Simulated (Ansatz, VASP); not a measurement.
## AlAs: VASP beside Ansatz

INCAR

```
SYSTEM = AlAs
PREC = Accurate ; ENCUT = 500
EDIFF = 1E-6 ; ISMEAR = 0
SIGMA = 0.1 ; LREAL = .False.
LASPH = .True. ; NELM = 120
ALGO = Normal ; ISIF = 2
LWAVE = .False. ; LCHARG = .False.
GGA = PE ; IVDW = 12
NBANDS = 11 ; GGA_COMPAT = .False.
```

Contents of KPOINTS:

```
regular mesh
0
Gamma
  6 6 6
  0 0 0
```

POSCAR

```
AlAs
1.0
    0.0000000000      2.8400000000      2.8400000000
    2.8400000000      0.0000000000      2.8400000000
    2.8400000000      2.8400000000      0.0000000000
Al As
1 1
Direct
    0.0000000000      0.0000000000      0.0000000000
    0.2500000000      0.2500000000      0.2500000000
```

Input for Ansatz:

```yaml
crystal:
  lattice:
    - [0.0, 2.84, 2.84]
    - [2.84, 0.0, 2.84]
    - [2.84, 2.84, 0.0]
  atoms:
    - { symbol: Al, position: [0.0, 0.0, 0.0] }
    - { symbol: As, position: [0.25, 0.25, 0.25] }
basis:
  ecutwfc: 420
kpoints:
  mp_grid: { grid: [6, 6, 6] }
hamiltonian:
  xc: pbe
  dispersion: d3bj
  pseudopotentials: { kind: paw, azcp: { folder: soft_1 } }
scf:
  occupations: { method: gaussian, width: 0.1 }
output:
  forces: true
  stress: true
  eigenvalues: true
```

Alike in both runs: task single point; functional PBE; dispersion D3(BJ); k mesh 6 × 6 × 6; occupations gaussian, width 0.1 eV; no spin polarisation.

```csv
,VASP,Ansatz
version,VASP 6.6.1,Ansatz 0.2.0
potentials or method,"VASP PAW PBE potentials, release 64 (Al, As), cutoff 500 eV","scalar-relativistic, plane waves, PAW"
valence electrons in the cell,8,18
```

VASP gave:

| Item | Value |
| --- | --- |
| gap on the k mesh at the Fermi level (eV) | 1.45 |
| least direct gap on the mesh (eV) | 1.98 |
| pressure (GPa) | -0.4 |

What did Ansatz give for the same quantities?

gap on the k mesh at the Fermi level (eV): 1.46; least direct gap on the mesh (eV): 1.98; pressure (GPa): -0.6.

VASP's potentials hold 8 valence electrons a cell and Ansatz's 18, so a difference there can come from the potentials and not from the codes.
